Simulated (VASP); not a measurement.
# Tl (Im-3m) in VASP: a series of runs, part 2 of 2

VASP 6.6.1.

**4. Single point, PBEsol (volume scaled by 1.08)**

Input file INCAR:

```
ALGO = Normal
EDIFF = 1E-7
ENCUT = 520
GGA = PS
ISIF = 2
ISMEAR = -1
LASPH = T
LCHARG = F
LREAL = F
LWAVE = F
NBANDS = 12
NELM = 100
PREC = Accurate
SIGMA = 0.1
```

Input file KPOINTS:

```
k-points
0
Gamma
  13 13 13
```

Input file POSCAR:

```
Tl
1.0
   -1.9765712352      1.9765712352      1.9765712352
    1.9765712352     -1.9765712352      1.9765712352
    1.9765712352      1.9765712352     -1.9765712352
Tl
1
Direct
    0.0000000000      0.0000000000      0.0000000000
```

Potentials or basis: VASP PAW PBE potentials, release 64 (Tl_d).

The run is started by

```
cat potpaw_PBE.64/Tl_d/POTCAR > POTCAR
mpirun -np 1 vasp_std > vasp.out
```

OUTCAR:

```text
EDIFF = 1E-7
   ENCUT = 520
   GGA = PS
   ISIF = 2
   ISMEAR = -1
   LASPH = T
   LREAL = F
   NELM = 100
   PREC = Accurate

 ion  position               nearest neighbor table
   1  0.000  0.000  0.000-

  LATTYP: Found a body centered cubic cell.
 ALAT       =     3.9531424704

  Lattice vectors:

 A1 = (  -1.9765712352,   1.9765712352,   1.9765712352)
 A2 = (   1.9765712352,  -1.9765712352,   1.9765712352)
 A3 = (   1.9765712352,   1.9765712352,  -1.9765712352)

Analysis of symmetry for initial positions (statically):
=====================================================================
 Subroutine PRICEL returns:
 Original cell was already a primitive cell.

 Routine SETGRP: Setting up the symmetry group for a
 body centered cubic supercell.

 Subroutine GETGRP returns: Found 48 space group operations
 (whereof 48 operations were pure point group operations)
 out of a pool of 48 trial point group operations.

The static configuration has the point symmetry O_h .

Analysis of symmetry for dynamics (positions and initial velocities):
=====================================================================
 Subroutine PRICEL returns:
[... 160 lines left out ...]
 Fermi energy:         5.5917867871

 k-point     1 :       0.0000    0.0000    0.0000
  band No.  band energies     occupation
      1      -5.8992      2.00000
      2      -5.8992      2.00000
      3      -5.8992      2.00000
      4      -5.5373      2.00000
      5      -5.5373      2.00000
      6      -3.9506      2.00000
      7      15.6481      0.00000
      8      15.6481      0.00000
      9      15.6481      0.00000
     10      17.7343      0.00000
     11      17.7343      0.00000
     12      17.7343      0.00000
[... 331 lines left out ...]
 k-point    24 :       0.2308    0.0769    0.0769
  band No.  band energies     occupation
      1      -5.9865      2.00000
      2      -5.9176      2.00000
      3      -5.5801      2.00000
      4      -5.5415      2.00000
      5      -5.5236      2.00000
      6      -1.6441      2.00000
      7       7.1126      0.00000
      8      10.6620      0.00000
      9      11.7842      0.00000
     10      17.6392      0.00000
     11      18.3505      0.00000
     12      19.7072      0.00000

 [... further k-points ...]
[... 5 lines left out ...]
  --------------------------------------------------------------------------------------
  -------------------------------------------------------------------------------------
  Total       -0.4420150     -0.4420150     -0.4420150      0.0000000      0.0000000      0.0000000
  in kB      -22.9271571    -22.9271571    -22.9271571      0.0000000      0.0000000      0.0000000
  external PRESSURE =     -22.9271571 kB  Pullay stress =       0.0000000 kB

 VOLUME and BASIS-vectors are now :
 -----------------------------------------------------------------------------
  energy-cutoff  :      520.00
  volume of cell :       30.89
      direct lattice vectors                 reciprocal lattice vectors
    -1.976571235  1.976571235  1.976571235     0.000000000  0.252963309  0.252963309
     1.976571235 -1.976571235  1.976571235     0.252963309  0.000000000  0.252963309
     1.976571235  1.976571235 -1.976571235     0.252963309  0.252963309  0.000000000

 POSITION                                       TOTAL-FORCE (eV/Angst)
 -----------------------------------------------------------------------------------
      0.00000      0.00000      0.00000         0.000000      0.000000     -0.000000
 -----------------------------------------------------------------------------------
    total drift:                               -0.000000     -0.000000     -0.000000

  FREE ENERGIE OF THE ION-ELECTRON SYSTEM (eV)
  ---------------------------------------------------
  free  energy   TOTEN  =        -2.6163585000 eV

  energy  without entropy=       -2.5982127269  energy(sigma->0) =       -2.60728561
```

OSZICAR:

```text
N       E                     dE             d eps       ncg     rms          rms(c)
DAV:   1     0.502641170183E+02    0.50264E+02   -0.67343E+03  2128   0.941E+02
DAV:   2    -0.203586782427E+01   -0.52300E+02   -0.51236E+02  2308   0.209E+02
DAV:   3    -0.264546806095E+01   -0.60960E+00   -0.60892E+00  2364   0.206E+01
DAV:   4    -0.264820193036E+01   -0.27339E-02   -0.27338E-02  2292   0.162E+00
DAV:   5    -0.264823520372E+01   -0.33273E-04   -0.33273E-04  2340   0.174E-01    0.166E+00
DAV:   6    -0.262117238385E+01    0.27063E-01   -0.44615E-02  2196   0.194E+00    0.120E+00
DAV:   7    -0.261667146440E+01    0.45009E-02   -0.12582E-02  2260   0.101E+00    0.583E-01
DAV:   8    -0.261635588686E+01    0.31558E-03   -0.34780E-04  2300   0.188E-01    0.349E-02
DAV:   9    -0.261635726166E+01   -0.13748E-05   -0.31343E-06  2300   0.185E-02    0.752E-03
DAV:  10    -0.261635851093E+01   -0.12493E-05   -0.12618E-06  2312   0.119E-02    0.693E-04
DAV:  11    -0.261635849999E+01    0.10943E-07   -0.11601E-08  1244   0.855E-04
   1 F= -.26163585E+01 E0= -.26072856E+01  d E =-.181458E-01
```

stdout:

```text
POSCAR found type information on POSCAR Tl
 POSCAR found :  1 types and       1 ions
 scaLAPACK will be used
 -----------------------------------------------------------------------------
|                                                                             |
|                                                                             |
|     You enforced a specific xc type in the INCAR file but a different       |
|     I HOPE YOU KNOW WHAT YOU ARE DOING!                                     |
|                                                                             |
 -----------------------------------------------------------------------------

 LDA part: xc-table for (Slater+PW92), standard interpolation
 POSCAR, INCAR and KPOINTS ok, starting setup
 FFT: planning ... GRIDC
 FFT: planning ... GRID_SOFT
 FFT: planning ... GRID
 WAVECAR not read
 entering main loop
```

Wall time 20 s (1 thread of Intel Xeon Platinum 8488C (Sapphire Rapids), shared host); peak memory 0.17 GiB.

What came out:

* Free energy: -2.6164 eV
* Pressure: -2.3 GPa

Caveat: the PAW data sets were made with another functional, which shifts forces and pressure a little; spin-orbit coupling is left out, which moves the levels of the heavy elements.

**5. Single point, PBEsol (volume scaled by 1.12)**

Input file INCAR:

```
SYSTEM = Tl
ALGO = Normal ; EDIFF = 1E-6
ENCUT = 520 ; GGA = PS
ISIF = 2 ; ISMEAR = -1
LASPH = .True. ; LCHARG = .True.
LELF = .True. ; LREAL = .False.
LVHAR = .True. ; LWAVE = .False.
NBANDS = 12 ; NELM = 60
PREC = Accurate ; SIGMA = 0.1
```

Input file KPOINTS:

```
k-points
0
Gamma
  13 13 13
  0 0 0
```

Input file POSCAR:

```
Tl
1.0
   -2.0006781383      2.0006781383      2.0006781383
    2.0006781383     -2.0006781383      2.0006781383
    2.0006781383      2.0006781383     -2.0006781383
Tl
1
Direct
    0.0000000000      0.0000000000      0.0000000000
```

Potentials or basis: VASP PAW PBE potentials, release 64 (Tl_d).

The run is started by

```
cat potpaw_PBE.64/Tl_d/POTCAR > POTCAR
mpirun -np 1 vasp_std > vasp.out
```

OUTCAR:

```text
SYSTEM = Tl
   EDIFF = 1E-6
   ENCUT = 520
   GGA = PS
   ISIF = 2
   ISMEAR = -1
   LASPH = .True.
   LREAL = .False.
   NELM = 60
   PREC = Accurate

 ion  position               nearest neighbor table
   1  0.000  0.000  0.000-

  LATTYP: Found a body centered cubic cell.
 ALAT       =     4.0013562766

  Lattice vectors:

 A1 = (  -2.0006781383,   2.0006781383,   2.0006781383)
 A2 = (   2.0006781383,  -2.0006781383,   2.0006781383)
 A3 = (   2.0006781383,   2.0006781383,  -2.0006781383)

Analysis of symmetry for initial positions (statically):
=====================================================================
 Subroutine PRICEL returns:
 Original cell was already a primitive cell.

 Routine SETGRP: Setting up the symmetry group for a
 body centered cubic supercell.

 Subroutine GETGRP returns: Found 48 space group operations
 (whereof 48 operations were pure point group operations)
 out of a pool of 48 trial point group operations.

The static configuration has the point symmetry O_h .

Analysis of symmetry for dynamics (positions and initial velocities):
[... 159 lines left out ...]
 val. band max:        5.2500806235   @ k =  -0.3846  -0.4615   0.2308
 cond. band min:       5.3081639632   @ k =   0.2308   0.2308   0.2308
 fundamental gap:      0.0580833398
 Fermi energy:         5.2579819658

 k-point     1 :       0.0000    0.0000    0.0000
  band No.  band energies     occupation
      1      -6.2038      2.00000
      2      -6.2038      2.00000
      3      -6.2038      2.00000
      4      -5.8729      2.00000
      5      -5.8729      2.00000
      6      -4.0719      2.00000
      7      14.9449      0.00000
      8      14.9449      0.00000
      9      14.9449      0.00000
     10      17.2923      0.00000
     11      17.2923      0.00000
     12      17.2923      0.00000
[... 331 lines left out ...]
 k-point    24 :       0.2308    0.0769    0.0769
  band No.  band energies     occupation
      1      -6.2818      2.00000
      2      -6.2153      2.00000
      3      -5.9120      2.00000
      4      -5.8774      2.00000
      5      -5.8574      2.00000
      6      -1.8621      2.00000
      7       6.6939      0.00000
      8      10.1843      0.00000
      9      11.3048      0.00000
     10      16.9832      0.00000
     11      17.7782      0.00000
     12      19.0728      0.00000

 [... further k-points ...]
[... 5 lines left out ...]
  --------------------------------------------------------------------------------------
  -------------------------------------------------------------------------------------
  Total       -0.6085618     -0.6085618     -0.6085618      0.0000000      0.0000000      0.0000000
  in kB      -30.4385223    -30.4385223    -30.4385223      0.0000000      0.0000000      0.0000000
  external PRESSURE =     -30.4385223 kB  Pullay stress =       0.0000000 kB

 VOLUME and BASIS-vectors are now :
 -----------------------------------------------------------------------------
  energy-cutoff  :      520.00
  volume of cell :       32.03
      direct lattice vectors                 reciprocal lattice vectors
    -2.000678138  2.000678138  2.000678138     0.000000000  0.249915261  0.249915261
     2.000678138 -2.000678138  2.000678138     0.249915261  0.000000000  0.249915261
     2.000678138  2.000678138 -2.000678138     0.249915261  0.249915261  0.000000000

 POSITION                                       TOTAL-FORCE (eV/Angst)
 -----------------------------------------------------------------------------------
      0.00000      0.00000      0.00000         0.000000      0.000000      0.000000
 -----------------------------------------------------------------------------------
    total drift:                               -0.000000     -0.000000     -0.000000

  FREE ENERGIE OF THE ION-ELECTRON SYSTEM (eV)
  ---------------------------------------------------
  free  energy   TOTEN  =        -2.5977864863 eV

  energy  without entropy=       -2.5792433782  energy(sigma->0) =       -2.58851493
```

OSZICAR:

```text
N       E                     dE             d eps       ncg     rms          rms(c)
DAV:   1     0.487356670625E+02    0.48736E+02   -0.65889E+03  2168   0.924E+02
DAV:   2    -0.203961802639E+01   -0.50775E+02   -0.49840E+02  2276   0.208E+02
DAV:   3    -0.262422691751E+01   -0.58461E+00   -0.58415E+00  2436   0.200E+01
DAV:   4    -0.262699118648E+01   -0.27643E-02   -0.27642E-02  2256   0.161E+00
DAV:   5    -0.262702697643E+01   -0.35790E-04   -0.35789E-04  2348   0.177E-01    0.147E+00
DAV:   6    -0.260214156901E+01    0.24885E-01   -0.41376E-02  2168   0.184E+00    0.108E+00
DAV:   7    -0.259805885083E+01    0.40827E-02   -0.11434E-02  2272   0.946E-01    0.540E-01
DAV:   8    -0.259778351621E+01    0.27533E-03   -0.30210E-04  2284   0.177E-01    0.333E-02
DAV:   9    -0.259778515040E+01   -0.16342E-05   -0.29409E-06  2312   0.173E-02    0.713E-03
DAV:  10    -0.259778650110E+01   -0.13507E-05   -0.13600E-06  2188   0.124E-02    0.698E-04
DAV:  11    -0.259778648625E+01    0.14848E-07   -0.10399E-08  1176   0.837E-04
   1 F= -.25977865E+01 E0= -.25885149E+01  d E =-.185431E-01
```

stdout:

```text
POSCAR found type information on POSCAR Tl
 POSCAR found :  1 types and       1 ions
 scaLAPACK will be used
 -----------------------------------------------------------------------------
|                                                                             |
|                                                                             |
|     You enforced a specific xc type in the INCAR file but a different       |
|     I HOPE YOU KNOW WHAT YOU ARE DOING!                                     |
|                                                                             |
 -----------------------------------------------------------------------------

 LDA part: xc-table for (Slater+PW92), standard interpolation
 POSCAR, INCAR and KPOINTS ok, starting setup
 FFT: planning ... GRIDC
 FFT: planning ... GRID_SOFT
 FFT: planning ... GRID
 WAVECAR not read
 entering main loop
```

Wall time 34 s (1 thread of Intel Xeon Platinum 8488C (Sapphire Rapids), shared host); peak memory 0.17 GiB.

Results:

```
Free energy : -2.5978 eV
Pressure    : -3.0 GPa
```

Levels at points of the mesh, in eV from the Fermi level:
| k point | band 3 | band 4 | band 5 | band 6 | band 7 | band 8 | band 9 | band 10 |
| --- | --- | --- | --- | --- | --- | --- | --- | --- |
| (0.00, 0.00, 0.00) | -11.46 | -11.13 | -11.13 | -9.33 | 9.69 | 9.69 | 9.69 | 12.03 |

Caveat: the PAW data sets were made with another functional, which shifts forces and pressure a little; spin-orbit coupling is left out, which moves the levels of the heavy elements.

**6. Summary**

| cell | gap on the mesh (eV) | pressure (GPa) |
| --- | --- | --- |
| a = 3.337 Å, angles 109.5°, 1 atom | none | 0.0 |
| a = 3.381 Å, angles 109.5°, 1 atom | none | -1.3 |
| a = 3.424 Å, angles 109.5°, 1 atom | none | -2.3 |
| a = 3.465 Å, angles 109.5°, 1 atom | none | -3.0 |

Alike in all rows: task single point; level PBEsol; potentials or basis VASP PAW PBE potentials, release 64 (Tl_d); no spin polarisation; k mesh 13 × 13 × 13; cutoff (eV) 520; smearing fermi-dirac 0.1 eV.

Caveats: the PAW data sets were made with another functional, which shifts forces and pressure a little; spin-orbit coupling is left out, which moves the levels of the heavy elements.

Total energies depend on the potentials used, so only differences within one code and one set of settings carry meaning.
